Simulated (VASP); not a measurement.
# Sc (Fm-3m) in VASP: a series of runs, part 2 of 3

VASP 6.6.1.

### Step 3. Electric field gradients, LDA

This run uses another cell than the first one, of 25.20 Å³/atom, 1.020 times its volume.

Input file INCAR:

```
SYSTEM = Sc
PREC     = Accurate       ! precision mode
ENCUT    = 520            ! plane-wave cutoff, eV
EDIFF    = 1E-8           ! SCF threshold, eV
ISMEAR   = -1             ! smearing method
SIGMA    = 0.08           ! smearing width, eV
LREAL    = .False.        ! projectors in reciprocal space
LASPH    = .True.         ! aspherical terms in the spheres
NELM     = 80             ! most SCF steps
ALGO     = Normal         ! electronic algorithm
ISIF     = 2              ! what is computed and relaxed
LWAVE    = .False.        ! write WAVECAR
LCHARG   = .False.        ! write CHGCAR
LEFG     = .True.       
NBANDS   = 12             ! bands
```

Input file KPOINTS:

```
regular mesh
0
Gamma
  13 13 13
  0 0 0
```

Input file POSCAR:

```
Sc
1.0
    0.0000000000      2.3268462047      2.3268462047
    2.3268462047      0.0000000000      2.3268462047
    2.3268462047      2.3268462047      0.0000000000
Sc
1
Direct
    0.0000000000      0.0000000000      0.0000000000
```

Potentials or basis: VASP PAW LDA potentials, release 64 (Sc_sv).

Command:

```bash
> cat potpaw_LDA.64/Sc_sv/POTCAR > POTCAR
> mpirun -np 1 vasp_std > vasp.out
```

OUTCAR:

```text
SYSTEM = Sc
   PREC = Accurate
   ENCUT = 520
   EDIFF = 1E-8
   ISMEAR = -1
   LREAL = .False.
   LASPH = .True.
   NELM = 80
   ISIF = 2

 ion  position               nearest neighbor table
   1  0.000  0.000  0.000-

  LATTYP: Found a face centered cubic cell.
 ALAT       =     4.6536924094

  Lattice vectors:

 A1 = (   0.0000000000,   2.3268462047,   2.3268462047)
 A2 = (   2.3268462047,   0.0000000000,   2.3268462047)
 A3 = (   2.3268462047,   2.3268462047,   0.0000000000)

Analysis of symmetry for initial positions (statically):
=====================================================================
 Subroutine PRICEL returns:
 Original cell was already a primitive cell.

 Routine SETGRP: Setting up the symmetry group for a
 face centered cubic supercell.

 Subroutine GETGRP returns: Found 48 space group operations
 (whereof 48 operations were pure point group operations)
 out of a pool of 48 trial point group operations.

The static configuration has the point symmetry O_h .

Analysis of symmetry for dynamics (positions and initial velocities):
=====================================================================
 Subroutine PRICEL returns:
 Original cell was already a primitive cell.

 Routine SETGRP: Setting up the symmetry group for a
 face centered cubic supercell.

 Subroutine GETGRP returns: Found 48 space group operations
 (whereof 48 operations were pure point group operations)
 out of a pool of 48 trial point group operations.

The dynamic configuration has the point symmetry O_h .

 Subroutine INISYM returns: Found 48 space group operations
 (whereof 48 operations are pure point group operations),
 and found     1 'primitive' translations

[... 154 lines left out ...]
      7       4.8866      0.00000
      8       4.8866      0.00000
      9       6.2157      0.00000
     10       6.2157      0.00000
     11      15.8835      0.00000
     12      19.0961      0.00000
[... 331 lines left out ...]
 k-point    24 :       0.4615    0.1538    0.0000
  band No.  band energies     occupation
      1     -45.4337      2.00000
      2     -24.5870      2.00000
      3     -24.3473      2.00000
      4     -24.3256      2.00000
      5       1.7185      2.00000
      6       3.3930      1.01028
      7       4.4736      0.00000
      8       5.2089      0.00000
      9       7.1265      0.00000
     10       7.2178      0.00000
     11      10.5064      0.00000
     12      15.2584      0.00000

 [... further k-points ...]
[... 5 lines left out ...]
  --------------------------------------------------------------------------------------
  -------------------------------------------------------------------------------------
  Total       -0.8737555     -0.8737555     -0.8737555      0.0000000      0.0000000      0.0000000
  in kB      -55.5606687    -55.5606687    -55.5606687      0.0000000      0.0000000      0.0000000
  external PRESSURE =     -55.5606687 kB  Pullay stress =       0.0000000 kB

 VOLUME and BASIS-vectors are now :
 -----------------------------------------------------------------------------
  energy-cutoff  :      520.00
  volume of cell :       25.20
      direct lattice vectors                 reciprocal lattice vectors
     0.000000000  2.326846205  2.326846205    -0.214883132  0.214883132  0.214883132
     2.326846205  0.000000000  2.326846205     0.214883132 -0.214883132  0.214883132
     2.326846205  2.326846205  0.000000000     0.214883132  0.214883132 -0.214883132

 POSITION                                       TOTAL-FORCE (eV/Angst)
 -----------------------------------------------------------------------------------
      0.00000      0.00000      0.00000         0.000000     -0.000000      0.000000
 -----------------------------------------------------------------------------------
    total drift:                               -0.000000     -0.000000     -0.000000

  FREE ENERGIE OF THE ION-ELECTRON SYSTEM (eV)
  ---------------------------------------------------
  free  energy   TOTEN  =        -6.6517295142 eV

  energy  without entropy=       -6.6099184684  energy(sigma->0) =       -6.63082399

 Electric field gradients (V/A^2)
---------------------------------------------------------------------
 ion       V_xx      V_yy      V_zz      V_xy      V_xz      V_yz
---------------------------------------------------------------------
   1      -0.000     0.000    -0.000    -0.001    -0.001    -0.001
---------------------------------------------------------------------

 Electric field gradients after diagonalization (V/A^2)
 (convention: |V_zz| > |V_xx| > |V_yy|)
----------------------------------------------------------------------
 ion       V_xx      V_yy      V_zz     asymmetry (V_yy - V_xx)/ V_zz
----------------------------------------------------------------------
   1       0.001     0.001    -0.002       0.000
----------------------------------------------------------------------

           NMR quadrupolar parameters

 Cq : quadrupolar parameter    Cq=e*Q*V_zz/h
 eta: asymmetry parameters     (V_yy - V_xx)/ V_zz
 Q  : nuclear electric quadrupole moment in mb (millibarn)
----------------------------------------------------------------------
 ion       Cq(MHz)       eta       Q (mb)
----------------------------------------------------------------------
   1      -0.000       0.000       1.000
----------------------------------------------------------------------
```

OSZICAR:

```text
N       E                     dE             d eps       ncg     rms          rms(c)
DAV:   1     0.737470433032E+02    0.73747E+02   -0.50856E+03  2032   0.911E+02
DAV:   2    -0.574211332895E+01   -0.79489E+02   -0.77820E+02  2016   0.291E+02
DAV:   3    -0.736576865757E+01   -0.16237E+01   -0.15940E+01  2888   0.557E+01
DAV:   4    -0.738716356379E+01   -0.21395E-01   -0.21383E-01  2752   0.471E+00
DAV:   5    -0.738741204812E+01   -0.24848E-03   -0.24848E-03  2644   0.408E-01    0.522E+00
DAV:   6    -0.673811571982E+01    0.64930E+00   -0.97865E-01  3080   0.145E+01    0.146E+00
DAV:   7    -0.665841480554E+01    0.79701E-01   -0.15947E-01  3212   0.550E+00    0.550E-01
DAV:   8    -0.665244953614E+01    0.59653E-02   -0.16778E-02  2220   0.199E+00    0.178E-01
DAV:   9    -0.665174517464E+01    0.70436E-03   -0.25695E-03  3080   0.749E-01    0.328E-02
DAV:  10    -0.665173143335E+01    0.13741E-04   -0.12768E-04  3124   0.154E-01    0.881E-03
DAV:  11    -0.665172951097E+01    0.19224E-05   -0.52338E-06  3124   0.341E-02    0.812E-04
DAV:  12    -0.665172951418E+01   -0.32076E-08   -0.31429E-08  2900   0.201E-03
   1 F= -.66517295E+01 E0= -.66308240E+01  d E =-.418110E-01
```

It used 28 s of CPU time on 1 thread of AMD EPYC 7R13 Processor (Zen 3) (shared host).

What came out:

```yaml
Free_energy: -6.6517 eV
Pressure: -5.6 GPa
```

Caveat: without QUAD_EFG the Cq values of the log hold for a quadrupole moment of 1 mb, not for the nuclei.

### Step 4. Electric field gradients, LDA (volume scaled by 1.02)

Input file INCAR:

```
PREC = Accurate ; ENCUT = 520
EDIFF = 1E-8 ; ISMEAR = -1
SIGMA = 0.08 ; LREAL = F
LASPH = T ; NELM = 60
ALGO = Normal ; ISIF = 2
LWAVE = F ; LCHARG = F
GGA = CA ; LEFG = T
NBANDS = 12
```

Input file KPOINTS:

```
regular mesh
0
Gamma
  13 13 13
```

Input file POSCAR:

```
Sc
1.0
    0.0000000000      2.3422562313      2.3422562313
    2.3422562313      0.0000000000      2.3422562313
    2.3422562313      2.3422562313      0.0000000000
Sc
1
Direct
    0.0000000000      0.0000000000      0.0000000000
```

Potentials or basis: VASP PAW LDA potentials, release 64 (Sc_sv).

Command:

```bash
> cat potpaw_LDA.64/Sc_sv/POTCAR > POTCAR
> mpirun -np 1 vasp_std > vasp.out
```

OUTCAR:

```text
PREC = Accurate
   ENCUT = 520
   EDIFF = 1E-8
   ISMEAR = -1
   LREAL = F
   LASPH = T
   NELM = 60
   ISIF = 2
   GGA = CA

 ion  position               nearest neighbor table
   1  0.000  0.000  0.000-

  LATTYP: Found a face centered cubic cell.
 ALAT       =     4.6845124626

  Lattice vectors:

 A1 = (   0.0000000000,   2.3422562313,   2.3422562313)
 A2 = (   2.3422562313,   0.0000000000,   2.3422562313)
 A3 = (   2.3422562313,   2.3422562313,   0.0000000000)

Analysis of symmetry for initial positions (statically):
=====================================================================
 Subroutine PRICEL returns:
 Original cell was already a primitive cell.

 Routine SETGRP: Setting up the symmetry group for a
 face centered cubic supercell.

 Subroutine GETGRP returns: Found 48 space group operations
 (whereof 48 operations were pure point group operations)
 out of a pool of 48 trial point group operations.

The static configuration has the point symmetry O_h .

Analysis of symmetry for dynamics (positions and initial velocities):
=====================================================================
 Subroutine PRICEL returns:
 Original cell was already a primitive cell.

 Routine SETGRP: Setting up the symmetry group for a
 face centered cubic supercell.

 Subroutine GETGRP returns: Found 48 space group operations
 (whereof 48 operations were pure point group operations)
 out of a pool of 48 trial point group operations.

The dynamic configuration has the point symmetry O_h .

 Subroutine INISYM returns: Found 48 space group operations
[... 161 lines left out ...]
     10       6.0388      0.00000
     11      15.6653      0.00000
     12      18.7952      0.00000
[... 331 lines left out ...]
 k-point    24 :       0.4615    0.1538    0.0000
  band No.  band energies     occupation
      1     -45.6040      2.00000
      2     -24.7407      2.00000
      3     -24.5171      2.00000
      4     -24.4969      2.00000
      5       1.6128      2.00000
      6       3.2743      1.04185
      7       4.3430      0.00000
      8       5.0605      0.00000
      9       6.9247      0.00000
     10       7.0146      0.00000
     11      10.2248      0.00000
     12      14.9898      0.00000

 [... further k-points ...]

------------------------ aborting loop because EDIFF is reached ----------------------------------------

  FORCE on cell =-STRESS in cart. coord.  units (eV):
  Direction    XX          YY          ZZ          XY          YZ          ZX
  --------------------------------------------------------------------------------------
  -------------------------------------------------------------------------------------
  Total       -1.0108154     -1.0108154     -1.0108154      0.0000000      0.0000000     -0.0000000
  in kB      -63.0157657    -63.0157657    -63.0157657      0.0000000      0.0000000     -0.0000000
  external PRESSURE =     -63.0157657 kB  Pullay stress =       0.0000000 kB

 VOLUME and BASIS-vectors are now :
 -----------------------------------------------------------------------------
  energy-cutoff  :      520.00
  volume of cell :       25.70
      direct lattice vectors                 reciprocal lattice vectors
     0.000000000  2.342256231  2.342256231    -0.213469386  0.213469386  0.213469386
     2.342256231  0.000000000  2.342256231     0.213469386 -0.213469386  0.213469386
     2.342256231  2.342256231  0.000000000     0.213469386  0.213469386 -0.213469386

 POSITION                                       TOTAL-FORCE (eV/Angst)
 -----------------------------------------------------------------------------------
      0.00000      0.00000      0.00000         0.000000      0.000000     -0.000000
 -----------------------------------------------------------------------------------
    total drift:                               -0.000000     -0.000000      0.000000

  FREE ENERGIE OF THE ION-ELECTRON SYSTEM (eV)
  ---------------------------------------------------
  free  energy   TOTEN  =        -6.6332375929 eV

  energy  without entropy=       -6.5902531837  energy(sigma->0) =       -6.61174539

 Electric field gradients (V/A^2)
---------------------------------------------------------------------
 ion       V_xx      V_yy      V_zz      V_xy      V_xz      V_yz
---------------------------------------------------------------------
   1       0.000    -0.000    -0.000     0.000     0.000     0.000
---------------------------------------------------------------------

 Electric field gradients after diagonalization (V/A^2)
 (convention: |V_zz| > |V_xx| > |V_yy|)
----------------------------------------------------------------------
 ion       V_xx      V_yy      V_zz     asymmetry (V_yy - V_xx)/ V_zz
----------------------------------------------------------------------
   1      -0.000    -0.000     0.001       0.000
----------------------------------------------------------------------

           NMR quadrupolar parameters

 Cq : quadrupolar parameter    Cq=e*Q*V_zz/h
 eta: asymmetry parameters     (V_yy - V_xx)/ V_zz
 Q  : nuclear electric quadrupole moment in mb (millibarn)
----------------------------------------------------------------------
 ion       Cq(MHz)       eta       Q (mb)
----------------------------------------------------------------------
   1       0.000       0.000       1.000
----------------------------------------------------------------------
```

It used 45 s of CPU time on 1 thread of AMD EPYC 7R13 Processor (Zen 3), on a shared host.

What came out:

* Free energy: -6.6332 eV
* Pressure: -6.3 GPa

Levels at points of the mesh, in eV from the Fermi level:
| k point | band 3 | band 4 | band 5 | band 6 | band 7 | band 8 |
| --- | --- | --- | --- | --- | --- | --- |
| (0.00, 0.00, 0.00) | -27.71 | -27.71 | -5.06 | 1.46 | 1.46 | 1.46 |

Caveat: the cell differs from its parent crystal (volume scaled by 1.02); without QUAD_EFG the Cq values of the log hold for a quadrupole moment of 1 mb, not for the nuclei.

[end of part 2 of 3]
